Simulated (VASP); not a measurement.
The system is AlN.

```
Al N
1.0
     3.08863    0.00000    0.00000
    -1.54432    2.67483    0.00000
     0.00000    0.00000    5.04372
Al N
2 2
Direct
  0.00000 0.00000 0.00000
  0.33333 0.66667 0.50000
  0.00000 0.00000 0.37500
  0.33333 0.66667 0.87500
```

| Item | Value |
| --- | --- |
| Program | VASP 6.6.1 |
| Task | relaxation of cell and atoms |
| Functional | PBE |
| Potentials or basis | VASP PAW PBE potentials, release 64 (Al, N) |
| Cutoff | 600 eV |
| k mesh | 9 × 9 × 6 |
| Occupations | gaussian, width 0.02 eV |
| Spin | no spin polarisation |

At the start: pressure 4.2 GPa; volume 10.42 Å³/atom.

Task: How do energy, volume and symmetry change on relaxing?

Result: Over 7 steps the energy falls by 5.8 meV/atom and the volume is 10.63 Å³/atom (+2.0 %); space group P6_3mc (No. 186, to 0.05 Å).

Step by step:
| step | energy change (eV) | largest force (eV/Å) | pressure (GPa) | volume (Å³) |
| --- | --- | --- | --- | --- |
| 1 | 0.0000 | 0.2219 | 4.20 | 41.67 |
| 2 | -0.0122 | 0.0520 | -3.57 | 43.34 |
| 3 | -0.0183 | 0.1118 | -0.83 | 42.71 |
| 4 | -0.0226 | 0.0423 | -0.28 | 42.57 |
| 5 | -0.0232 | 0.0074 | 0.02 | 42.49 |
| 6 | -0.0232 | 0.0055 | 0.04 | 42.49 |
| 7 | -0.0232 | 0.0049 | -0.03 | 42.50 |

Final structure:
```yaml
crystal:
  lattice:
    - [3.12824, 0.00000, 0.00000]
    - [-1.56412, 2.70914, 0.00000]
    - [0.00000, 0.00000, 5.01535]
  atoms:
    - { symbol: Al, position: [0.00000, 0.00000, 0.99670] }
    - { symbol: Al, position: [0.33333, 0.66667, 0.49670] }
    - { symbol: N, position: [0.00000, 0.00000, 0.37830] }
    - { symbol: N, position: [0.33333, 0.66667, 0.87830] }
```
